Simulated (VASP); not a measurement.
Input of a VASP 6.6.1 run:

Contents of POSCAR:

```
SnSe
1.0
    0.0000000000      3.0690345955      3.0690345955
    3.0690345955      0.0000000000      3.0690345955
    3.0690345955      3.0690345955      0.0000000000
Sn Se
1 1
Direct
    0.0000000000      0.0000000000      0.0000000000
    0.5000000000      0.5000000000      0.5000000000
```

INCAR.step1

```
SYSTEM = SnSe
PREC     = Accurate       ! precision mode
ENCUT    = 520            ! plane-wave cutoff, eV
EDIFF    = 1E-5           ! SCF threshold, eV
ISMEAR   = -1             ! smearing method
SIGMA    = 0.05           ! smearing width, eV
LREAL    = .False.        ! projectors in reciprocal space
LASPH    = .True.         ! aspherical terms in the spheres
NELM     = 100            ! most SCF steps
ALGO     = Normal         ! electronic algorithm
ISIF     = 2              ! what is computed and relaxed
LWAVE    = .True.         ! write WAVECAR
LCHARG   = .False.        ! write CHGCAR
NBANDS   = 17             ! bands
GGA      = PE             ! functional
```

The input INCAR.step2:

```
SYSTEM = SnSe
PREC     = Accurate       ! precision mode
ENCUT    = 520            ! plane-wave cutoff, eV
EDIFF    = 1E-6           ! SCF threshold, eV
ISMEAR   = -1             ! smearing method
SIGMA    = 0.05           ! smearing width, eV
LREAL    = .False.        ! projectors in reciprocal space
LASPH    = .True.         ! aspherical terms in the spheres
NELM     = 100            ! most SCF steps
ALGO     = Normal         ! electronic algorithm
ISIF     = 2              ! what is computed and relaxed
LWAVE    = .False.        ! write WAVECAR
LCHARG   = .False.        ! write CHGCAR
GGA      = PE             ! functional
LHFCALC  = .True.         ! exact exchange
AEXX     = 0.25           ! exact-exchange fraction
PRECFOCK = Normal       
NBANDS   = 17             ! bands
ISTART   = 1
```

Contents of KPOINTS:

```
regular mesh
0
Gamma
  6 6 6
  0 0 0
```

Potentials or basis: VASP PAW PBE potentials, release 64 (Sn_d, Se).

The run is started by

```bash
$ cat potpaw_PBE.64/Sn_d/POTCAR potpaw_PBE.64/Se/POTCAR > POTCAR
$ cp INCAR.step1 INCAR
$ mpirun -np 1 vasp_std > vasp.out
$ cp INCAR.step2 INCAR
$ mpirun -np 1 vasp_std > vasp.out
```

(1) What does it give for the band gap on the k mesh?

(2) Estimate the pressure.

Results:

(1) 0.39 eV.

(2) -3.3 GPa.

Caveat: the cell stands under tension; the PAW data sets were made with another functional, which shifts forces and pressure a little; spin-orbit coupling is left out, which moves the levels of the heavy elements.
